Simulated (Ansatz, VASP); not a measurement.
SiF in VASP and in Ansatz

INCAR

```
PREC = Accurate
ENCUT = 600
EDIFF = 1E-6
ISMEAR = -1
SIGMA = 0.05
LREAL = False
LASPH = True
NELM = 80
ALGO = Normal
ISIF = 3
LWAVE = False
LCHARG = False
GGA = PS
IVDW = 13
IBRION = 2
NSW = 60
EDIFFG = -0.01
```

Contents of KPOINTS:

```
regular mesh
0
Gamma
  9 9 9
```

Contents of POSCAR:

```
SiF
1.0
    3.0286000000      0.0000000000      0.0000000000
    0.0000000000      3.0286000000      0.0000000000
    0.0000000000      0.0000000000      3.0286000000
Si F
1 1
Direct
    0.5000000000      0.5000000000      0.5000000000
    0.0000000000      0.0000000000      0.0000000000
```

File input.yaml:

```yaml
crystal:
  lattice:
    - [3.0286, 0.0, 0.0]
    - [0.0, 3.0286, 0.0]
    - [0.0, 0.0, 3.0286]
  atoms:
    - { symbol: Si, position: [0.5, 0.5, 0.5] }
    - { symbol: F, position: [0.0, 0.0, 0.0] }
hamiltonian:
  xc: pbesol
  pseudopotentials: { kind: paw }
  dispersion: d4
kpoints:
  mp_grid: { grid: [9, 9, 9] }
scf:
  occupations: { method: fermi_dirac, width: 0.05 }
output:
  forces: true
  stress: true
  eigenvalues: true
  write_density: true
  write_potential: true
  elf: true
  volumetric_format: npy
relax:
  f_tol: 0.01
  max_steps: 40
  cell: { stress_tol: 0.05 }
```

Alike in both runs: task relaxation of cell and atoms; functional PBEsol; dispersion D4; k mesh 9 × 9 × 9; occupations fermi-dirac, width 0.05 eV; no spin polarisation.

```csv
,VASP,Ansatz
version,VASP 6.6.1,Ansatz 0.2.0
potentials or method,"VASP PAW PBE potentials, release 64 (Si, F)",Ansatz PAW
plane-wave cutoff (eV),600,420
valence electrons in the cell,11,11
```

VASP gave:

```
gap on the k mesh at the Fermi level, each at its own relaxed structure (eV) : none
relaxed volume (Å³/atom)                                                     : 13.05
relaxed cell length with the largest relative difference (Å)                 : 2.967
```

Question: Estimate Ansatz's values.

Answer: gap on the k mesh at the Fermi level, each at its own relaxed structure (eV): none; relaxed volume (Å³/atom): 13.63; relaxed cell length with the largest relative difference (Å): 3.010.

VASP's potentials were made for PBE, not for PBEsol. A gap of «none» marks a metal or a gap that the smearing closes.

Noted on Ansatz's run: the plane-wave basis is chosen anew once the cell has moved, so the energies of steps on either side of that aren't comparable.
